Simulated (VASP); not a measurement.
# BaTe (Pnma) in VASP: single point with r2SCAN

Aim: the single point of BaTe with r2SCAN.

Everything below comes from runs of VASP 6.6.1. Logs are shortened: lines on timing, memory, paths and dates and some standing lists are left out, and cuts for length are marked.

**1. The cell of the first run**

The structure is orthorhombic, space group Pnma (No. 62). Conventional cell: a = 6.833 Å, b = 4.348 Å, c = 7.348 Å, α = 90.00°, β = 90.00°, γ = 90.00°. Ba (site symmetry m) has 6 Te at 2.67 to 3.22 Å and 4 Ba at 3.53 Å within 3.6 Å. Te (site symmetry m) has 6 Ba at 2.67 to 3.22 Å within 3.5 Å.

**2. Single point, r2SCAN**

Input file POSCAR:

```
BaTe
1.0
    7.3483120000      0.0000000000      0.0000000000
    0.0000000000      6.8326410000      0.0000000000
    0.0000000000      0.0000000000      4.3480440000
Ba Te
4 4
Direct
    0.1890000000      0.0020000000      0.2500000000
    0.8110000000      0.9980000000      0.7500000000
    0.6890000000      0.4980000000      0.7500000000
    0.3110000000      0.5020000000      0.2500000000
    0.5720000000      0.2310000000      0.2500000000
    0.4280000000      0.7690000000      0.7500000000
    0.0720000000      0.2690000000      0.7500000000
    0.9280000000      0.7310000000      0.2500000000
```

Input file INCAR.step1:

```
  PREC = Accurate
  ENCUT = 520
  ISMEAR = 1
  SIGMA = 0.0506
  LREAL = F
  LASPH = T
  NELM = 100
  NBANDS = 42
  GGA = PE
  ALGO = Normal
  EDIFF = 1E-4
  LWAVE = T
  LCHARG = F
```

Input file INCAR.step2:

```
  PREC = Accurate
  ENCUT = 520
  EDIFF = 1E-6
  ISMEAR = 1
  SIGMA = 0.0506
  LREAL = F
  LASPH = T
  NELM = 100
  ALGO = Normal
  ISIF = 2
  LWAVE = F
  LCHARG = F
  METAGGA = R2SCAN
  LMIXTAU = T
  NBANDS = 42
  ISTART = 1
```

Input file KPOINTS:

```
Automatic mesh
0
Gamma
  4 4 6
```

Potentials or basis: VASP PAW PBE potentials, release 64 (Ba_sv, Te).

Started as:

```sh
> cat potpaw_PBE.64/Ba_sv/POTCAR potpaw_PBE.64/Te/POTCAR > POTCAR
> cp INCAR.step1 INCAR
> mpirun -np 1 vasp_std > vasp.out
> cp INCAR.step2 INCAR
> mpirun -np 1 vasp_std > vasp.out
```

OUTCAR:

```text
PREC = Accurate
   ENCUT = 520
   EDIFF = 1E-6
   ISMEAR = 1
   LREAL = F
   LASPH = T
   NELM = 100
   ISIF = 2
   METAGGA = R2SCAN
   ISTART = 1

 ion  position               nearest neighbor table
   1  0.189  0.002  0.250-   8 2.67   7 2.97   7 2.97   6 3.22   6 3.22   5 3.22   2 3.53   2 3.53
                             4 3.53   4 3.53
   2  0.811  0.998  0.750-   7 2.67   8 2.97   8 2.97   5 3.22   5 3.22   6 3.22   1 3.53   1 3.53
                             3 3.53   3 3.53
   3  0.689  0.498  0.750-   6 2.67   5 2.97   5 2.97   8 3.22   8 3.22   7 3.22   4 3.53   4 3.53
                             2 3.53   2 3.53
   4  0.311  0.502  0.250-   5 2.67   6 2.97   6 2.97   7 3.22   7 3.22   8 3.22   3 3.53   3 3.53
                             1 3.53   1 3.53
   5  0.572  0.231  0.250-   4 2.67   3 2.97   3 2.97   2 3.22   2 3.22   1 3.22
   6  0.428  0.769  0.750-   3 2.67   4 2.97   4 2.97   1 3.22   1 3.22   2 3.22
   7  0.072  0.269  0.750-   2 2.67   1 2.97   1 2.97   4 3.22   4 3.22   3 3.22
   8  0.928  0.731  0.250-   1 2.67   2 2.97   2 2.97   3 3.22   3 3.22   4 3.22

  LATTYP: Found a simple orthorhombic cell.
 ALAT       =     4.3480440000
 B/A-ratio  =     1.5714286700
 C/A-ratio  =     1.6900270558

  Lattice vectors:

 A1 = (   0.0000000000,   0.0000000000,  -4.3480440000)
 A2 = (   0.0000000000,   6.8326410000,   0.0000000000)
 A3 = (   7.3483120000,   0.0000000000,   0.0000000000)

Analysis of symmetry for initial positions (statically):
=====================================================================
 Subroutine PRICEL returns:
 Original cell was already a primitive cell.

 Routine SETGRP: Setting up the symmetry group for a
 simple orthorhombic supercell.

 Subroutine GETGRP returns: Found  8 space group operations
 (whereof  2 operations were pure point group operations)
 out of a pool of  8 trial point group operations.

The static configuration has the point symmetry S_2 .
 The point group associated with its full space group is D_2h.

Analysis of symmetry for dynamics (positions and initial velocities):
=====================================================================
 Subroutine PRICEL returns:
 Original cell was already a primitive cell.

 Routine SETGRP: Setting up the symmetry group for a
 simple orthorhombic supercell.

 Subroutine GETGRP returns: Found  8 space group operations
 (whereof  2 operations were pure point group operations)
 out of a pool of  8 trial point group operations.

The dynamic configuration has the point symmetry S_2 .
 The point group associated with its full space group is D_2h.

 Subroutine INISYM returns: Found  8 space group operations
 (whereof  2 operations are pure point group operations),
 and found     1 'primitive' translations

----------------------------------------------------------------------------------------

                                     Primitive cell

  volume of cell :     218.3082

  direct lattice vectors                    reciprocal lattice vectors
     7.348312000  0.000000000  0.000000000     0.136085675  0.000000000  0.000000000
     0.000000000  6.832641000  0.000000000     0.000000000  0.146356292  0.000000000
     0.000000000  0.000000000  4.348044000     0.000000000  0.000000000  0.229988473

  length of vectors
     7.348312000  6.832641000  4.348044000     0.136085675  0.146356292  0.229988473

  position of ions in fractional coordinates (direct lattice)
     0.189000000  0.002000000  0.250000000
     0.811000000  0.998000000  0.750000000
     0.689000000  0.498000000  0.750000000
     0.311000000  0.502000000  0.250000000
     0.572000000  0.231000000  0.250000000
     0.428000000  0.769000000  0.750000000
     0.072000000  0.269000000  0.750000000
     0.928000000  0.731000000  0.250000000

  ion indices of the primitive-cell ions
   primitive index   ion index
                 1           1
                 2           2
                 3           3
                 4           4
                 5           5
                 6           6
                 7           7
                 8           8

----------------------------------------------------------------------------------------

 KPOINTS: Automatic mesh

Automatic generation of k-mesh.
 Grid dimensions read from file:
 generate k-points for:    4    4    6

 Generating k-lattice:

  Cartesian coordinates                     Fractional coordinates (reciprocal lattice)
     0.034021419  0.000000000  0.000000000     0.250000000  0.000000000  0.000000000
     0.000000000  0.036589073  0.000000000     0.000000000  0.250000000  0.000000000
     0.000000000  0.000000000  0.038331412     0.000000000  0.000000000  0.166666667

  Length of vectors
     0.034021419  0.036589073  0.038331412

  Shift w.r.t. Gamma in fractional coordinates (k-lattice)
     0.000000000  0.000000000  0.000000000

 Subroutine IBZKPT returns following result:
 ===========================================

 Found     36 irreducible k-points:

 Following reciprocal coordinates:
            Coordinates               Weight
  0.000000  0.000000  0.000000      1.000000
  0.250000  0.000000  0.000000      2.000000
  0.500000  0.000000  0.000000      1.000000
  0.000000  0.250000  0.000000      2.000000
  0.250000  0.250000  0.000000      4.000000
  0.500000  0.250000  0.000000      2.000000
[... 16 lines left out ...]
  0.250000  0.250000  0.333333      8.000000
  0.500000  0.250000  0.333333      4.000000
 [... further k-points ...]
   k-points           NKPTS =     36   k-points in BZ     NKDIM =     36   number of bands    NBANDS=     42
   number of dos      NEDOS =    301   number of ions     NIONS =      8
   total plane-waves  NPLWV =  96768
   dimension x,y,z NGX =    56 NGY =   54 NGZ =   32
   dimension x,y,z NGXF=   112 NGYF=  108 NGZF=   64
   ions per type =               4   4
   NGX,Y,Z   is equivalent  to a cutoff of  12.67, 13.14, 12.24 a.u.
   NGXF,Y,Z  is equivalent  to a cutoff of  25.34, 26.28, 24.47 a.u.
 SYSTEM =  unknown system
   PREC   = accura    normal or accurate (medium, high low for compatibility)
   ISTART =      1    job   : 0-new  1-cont  2-samecut
   ICHARG =      0    charge: 1-file 2-atom 10-const
   ISPIN  =      1    spin polarized calculation?
   LNONCOLLINEAR =      F non collinear calculations
   LSORBIT =      F    spin-orbit coupling
   LASPH  =      T    aspherical Exc in radial PAW
   ENCUT  =  520.0 eV  38.22 Ry    6.18 a.u.  13.66 12.70  8.08*2*pi/ulx,y,z
   NELM   =    100;   NELMIN=  2; NELMDL=  0     # of ELM steps
   EDIFF  = 0.1E-05   stopping-criterion for ELM
   LREAL  =      F    real-space projection
   EDIFFG = 0.1E-04   stopping-criterion for IOM
   NSW    =      0    number of steps for IOM
   IBRION =     -1    ionic relax: 0-MD 1-quasi-New 2-CG
   NFREE  =      0    steps in history (QN), initial steepest desc. (CG)
   ISIF   =      2    stress and relaxation
   ISYM   =      2    0-nonsym 1-usesym 2-fastsym
   POTIM  = 0.5000    time-step for ionic-motion
   TEBEG  =    0.0;   TEEND  =   0.0 temperature during run
   PSTRESS=    0.0 pullay stress
   NELECT =      64.0000    total number of electrons
   NUPDOWN=      -1.0000    fix difference up-down
   EMIN   =  10.00;   EMAX   =-10.00  energy-range for DOS
   EFERMI =   0.00;   METHOD = LEGACY
   ISMEAR =     1;   SIGMA  =   0.05  broadening in eV -4-tet -1-fermi 0-gaus
   EFERMI_NEDOS =   21; number of points for ismear=-14 and -15
   IALGO  =     38    algorithm
   IMIX   =      4    mixing-type and parameters
     AMIX     =   0.40;   BMIX     =  1.00
     AMIX_MAG =   1.60;   BMIX_MAG =  1.00
  volume/ion in A,a.u.               =      27.29       184.15
  Fermi-wavevector in a.u.,A,eV,Ry     =   1.087539  2.055150 16.092165  1.182741
  Thomas-Fermi vector in A             =   2.223700
   LORBIT       =      0    0 simple, 1 ext, 2 COOP (PROOUT), +10 PAW based schemes
   METAGGA = R2SCAN    functional components
   LHFCALC =     F    Hartree Fock is set to
   AEXX    =    0.0000 exact exchange contribution
   IVDW    =     0    specifies the selected vdW correction
   LEPSILON=     F    determine dielectric tensor
   LRPA    =     F    only Hartree local field effects (RPA)
 non-spin polarized calculation
 Methfessel and Paxton  Order N= 1 SIGMA  =   0.05
  energy-cutoff  :      520.00
  volume of cell :      218.31
 maximum number of plane-waves:      5916
 NGX is ok and might be reduce to    56
   NGX = 27   NGY = 25   NGZ = 17

 number of electron      64.0000001 magnetization

 Free energy of the ion-electron system (eV)
  ---------------------------------------------------
  ext. energy  EPLUGINS =         0.00000000
  ---------------------------------------------------
  free energy    TOTEN  =      -207.10225888 eV

  energy without entropy =     -207.10239119  energy(sigma->0) =     -207.10230298

 E-fermi :   6.3449     XC(G=0): -10.6962

 val. band max:        6.3070191286   @ k =   0.0000   0.0000   0.3333
 cond. band min:       7.1080897290   @ k =   0.0000   0.0000   0.0000
 fundamental gap:      0.8010706004
 Fermi energy:         6.3448557931

 k-point     1 :       0.0000    0.0000    0.0000
  band No.  band energies     occupation
      1     -22.0372      2.00000
      2     -21.7716      2.00000
      3     -21.7135      2.00000
      4     -21.4670      2.00000
      5      -9.3455      2.00000
      6      -8.8317      2.00000
[... 34 lines left out ...]
     41      11.2620      0.00000
     42      11.5100      0.00000

 k-point     2 :       0.2500    0.0000    0.0000
  band No.  band energies     occupation
      1     -22.0126      2.00000
      2     -21.8519      2.00000
      3     -21.6363      2.00000
      4     -21.4891      2.00000
      5      -9.2355      2.00000
      6      -8.6947      2.00000
[... 979 lines left out ...]
     41      11.1751      0.00000
     42      11.6037      0.00000

 k-point    24 :       0.5000    0.2500    0.3333
  band No.  band energies     occupation
      1     -21.8377      2.00000
      2     -21.8377      2.00000
      3     -21.6057      2.00000
      4     -21.6057      2.00000
      5      -8.8785      2.00000
      6      -8.8785      2.00000
[... 34 lines left out ...]
     41      11.9212      0.00000
     42      11.9212      0.00000

 [... further k-points ...]

------------------------ aborting loop because EDIFF is reached ----------------------------------------

  FORCE on cell =-STRESS in cart. coord.  units (eV):
  Direction    XX          YY          ZZ          XY          YZ          ZX
  --------------------------------------------------------------------------------------
  -------------------------------------------------------------------------------------
  Total       64.8118063     74.5003776     50.6581924      0.0000000      0.0000000      0.0000000
  in kB      475.6577609    546.7627709    371.7835336      0.0000000      0.0000000      0.0000000
  external PRESSURE =     464.7346885 kB  Pullay stress =       0.0000000 kB

 VOLUME and BASIS-vectors are now :
 -----------------------------------------------------------------------------
  energy-cutoff  :      520.00
  volume of cell :      218.31
      direct lattice vectors                 reciprocal lattice vectors
     7.348312000  0.000000000  0.000000000     0.136085675  0.000000000  0.000000000
     0.000000000  6.832641000  0.000000000     0.000000000  0.146356292  0.000000000
     0.000000000  0.000000000  4.348044000     0.000000000  0.000000000  0.229988473

 POSITION                                       TOTAL-FORCE (eV/Angst)
 -----------------------------------------------------------------------------------
      1.38883      0.01367      1.08701         5.004565      1.881154     -0.000000
      5.95948      6.81898      3.26103        -5.004565     -1.881154      0.000000
      5.06299      3.40266      3.26103         5.004565     -1.881154     -0.000000
      2.28533      3.42999      1.08701        -5.004565      1.881154      0.000000
      4.20323      1.57834      1.08701         3.184479     -5.696233     -0.000000
      3.14508      5.25430      3.26103        -3.184479      5.696233      0.000000
      0.52908      1.83798      3.26103         3.184479      5.696233     -0.000000
      6.81923      4.99466      1.08701        -3.184479     -5.696233     -0.000000
 -----------------------------------------------------------------------------------
    total drift:                               -0.000000      0.000000      0.000000

  FREE ENERGIE OF THE ION-ELECTRON SYSTEM (eV)
  ---------------------------------------------------
  free  energy   TOTEN  =      -207.1022588829 eV

  energy  without entropy=     -207.1023911884  energy(sigma->0) =     -207.10230298
```

It took 33 min on 1 thread of Intel Xeon 8259CL, shared host; peak memory 0.51 GiB.

What came out:

- Free energy: -207.1023 eV
- Pressure: 46.5 GPa
- Largest force: 6.526 eV/Å
- Band gap on the k mesh: 0.80 eV (least direct gap 1.40 eV)

Forces on the atoms (eV/Å):
```
Ba   5.005  1.881  0.000
Ba  -5.005 -1.881  0.000
Ba   5.005 -1.881  0.000
Ba  -5.005  1.881  0.000
Te   3.184 -5.696  0.000
Te  -3.184  5.696  0.000
Te   3.184  5.696  0.000
Te  -3.184 -5.696  0.000
```

Stress tensor (GPa, compression positive):
```
47.57  0.00  0.00
 0.00 54.68  0.00
 0.00  0.00 37.18
```

Caveat: the stress differs along the axes, from 37 to 55 GPa; the PAW data sets were made with another functional, which shifts forces and pressure a little; spin-orbit coupling is left out, which moves the levels of the heavy elements. A k mesh can miss the band edges.
